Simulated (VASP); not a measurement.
# B (P4_122) in VASP: notebook, part 2 of 2

VASP 6.6.1. The steps go on from the part before.

## Step 3: Single point, PBE

This run uses another cell than the first one, of 7.48 Å³/atom.

Contents of INCAR:

```
PREC = Accurate
ENCUT = 520
EDIFF = 1E-6
ISMEAR = 0
SIGMA = 0.1
LREAL = F
LASPH = T
NELM = 60
ALGO = Normal
ISIF = 2
LWAVE = F
LCHARG = T
GGA = PE
LELF = T
LVHAR = T
NBANDS = 14
```

Contents of KPOINTS:

```
Automatic mesh
0
Gamma
  4 4 10
```

Contents of POSCAR:

```
B
1.0
    4.0115985226      0.0000000000      0.0000000000
    0.0000000000      4.0115985226      0.0000000000
    0.0000000000      0.0000000000      1.8584338840
B
4
Direct
    0.3074513779      0.0000000000      0.7500000000
    0.6925486221      0.0000000000      0.2500000000
    0.0000000000      0.3074513779      0.0000000000
    0.0000000000      0.6925486221      0.5000000000
```

Potentials or basis: VASP PAW PBE potentials, release 64 (B).

On the command line:

```sh
$ cat potpaw_PBE.64/B/POTCAR > POTCAR
$ mpirun -np 1 vasp_std > vasp.out
```

OUTCAR:

```text
PREC = Accurate
   ENCUT = 520
   EDIFF = 1E-6
   ISMEAR = 0
   LREAL = F
   LASPH = T
   NELM = 60
   ISIF = 2
   GGA = PE

 ion  position               nearest neighbor table
   1  0.307  0.000  0.750-   2 1.80   2 1.80   4 1.81   3 1.81
   2  0.693  0.000  0.250-   1 1.80   1 1.80   4 1.81   3 1.81
   3  0.000  0.307  0.000-   4 1.80   4 1.80   1 1.81   2 1.81
   4  0.000  0.693  0.500-   3 1.80   3 1.80   1 1.81   2 1.81

  LATTYP: Found a simple tetragonal cell.
[... 610 lines left out ...]
  Direction    XX          YY          ZZ          XY          YZ          ZX
  --------------------------------------------------------------------------------------
  -------------------------------------------------------------------------------------
  Total       -0.0067616     -0.0067616      0.0024526      0.0000000      0.0000000      0.0000000
  in kB       -0.3622249     -0.3622249      0.1313901      0.0000000      0.0000000      0.0000000
  external PRESSURE =      -0.1976865 kB  Pullay stress =       0.0000000 kB

 VOLUME and BASIS-vectors are now :
 -----------------------------------------------------------------------------
  energy-cutoff  :      520.00
  volume of cell :       29.91
      direct lattice vectors                 reciprocal lattice vectors
     4.011598523  0.000000000  0.000000000     0.249277188  0.000000000  0.000000000
     0.000000000  4.011598523  0.000000000     0.000000000  0.249277188  0.000000000
     0.000000000  0.000000000  1.858433884     0.000000000  0.000000000  0.538087477

 POSITION                                       TOTAL-FORCE (eV/Angst)
 -----------------------------------------------------------------------------------
      1.23337      0.00000      1.39383         0.001515      0.000000      0.000000
      2.77823      0.00000      0.46461        -0.001515      0.000000      0.000000
      0.00000      1.23337      0.00000        -0.000000      0.001515      0.000000
      0.00000      2.77823      0.92922         0.000000     -0.001515     -0.000000
 -----------------------------------------------------------------------------------
    total drift:                                0.000000     -0.000000      0.000000

  FREE ENERGIE OF THE ION-ELECTRON SYSTEM (eV)
  ---------------------------------------------------
  free  energy   TOTEN  =       -24.7143828247 eV

  energy  without entropy=      -24.7095931238  energy(sigma->0) =      -24.71198797
```

OSZICAR:

```text
N       E                     dE             d eps       ncg     rms          rms(c)
DAV:   1     0.123598957909E+02    0.12360E+02   -0.56875E+03  1008   0.775E+02
DAV:   2    -0.245627596605E+02   -0.36923E+02   -0.34535E+02  1352   0.150E+02
DAV:   3    -0.256751049486E+02   -0.11123E+01   -0.10970E+01  1350   0.207E+01
DAV:   4    -0.256789978612E+02   -0.38929E-02   -0.38926E-02  1116   0.136E+00
DAV:   5    -0.256790207021E+02   -0.22841E-04   -0.22840E-04  1308   0.941E-02    0.533E+00
DAV:   6    -0.249381317350E+02    0.74089E+00   -0.70523E-01  1158   0.406E+00    0.304E+00
DAV:   7    -0.247152839737E+02    0.22285E+00   -0.42354E-01  1230   0.324E+00    0.824E-01
DAV:   8    -0.247128681455E+02    0.24158E-02   -0.35643E-02  1170   0.115E+00    0.160E-01
DAV:   9    -0.247141603170E+02   -0.12922E-02   -0.18467E-03  1128   0.282E-01    0.394E-02
DAV:  10    -0.247143497123E+02   -0.18940E-03   -0.14057E-04  1224   0.700E-02    0.178E-02
DAV:  11    -0.247143812299E+02   -0.31518E-04   -0.33742E-05  1128   0.319E-02    0.258E-03
DAV:  12    -0.247143826893E+02   -0.14595E-05   -0.13765E-06  1236   0.682E-03    0.928E-04
DAV:  13    -0.247143828247E+02   -0.13536E-06   -0.97382E-08   784   0.211E-03
   1 F= -.24714383E+02 E0= -.24711988E+02  d E =-.478970E-02
```

Run time: 22 s. Hardware: 1 thread of Intel Xeon 8259CL, shared host; peak memory 0.13 GiB.

Results:

- Free energy: -24.7144 eV
- Pressure: 0.0 GPa
- Band gap on the k mesh: zero (bands 6 and 7 overlap by 0.98 eV)

Levels at points of the mesh, in eV from the Fermi level:
```csv
k point,band 2,band 3,band 4,band 5,band 6,band 7,band 8,band 9,band 10,band 11
"(0.00, 0.00, 0.00)",-10.57,-8.43,-8.43,-8.37,-2.49,2.64,2.64,5.62,13.14,13.14
"(0.50, 0.00, 0.00)",-13.48,-9.19,-7.27,-5.54,-4.35,2.26,5.56,8.70,9.94,11.34
"(0.50, 0.50, 0.00)",-13.05,-13.05,-8.04,-2.54,-2.54,4.17,5.59,6.16,9.20,9.77
"(0.00, 0.00, 0.50)",-8.35,-4.56,-4.56,-0.40,-0.40,1.72,1.72,3.02,3.02,8.07
"(0.50, 0.00, 0.50)",-7.88,-5.46,-5.46,-1.04,-1.04,2.12,2.12,5.17,5.17,7.33
"(0.50, 0.50, 0.50)",-7.54,-5.59,-5.59,-2.15,-2.15,1.62,1.62,7.06,7.06,8.22
```

Caveat: the k points lie up to 0.39 Å⁻¹ apart, too coarse for converged energies and pressures of a metal.
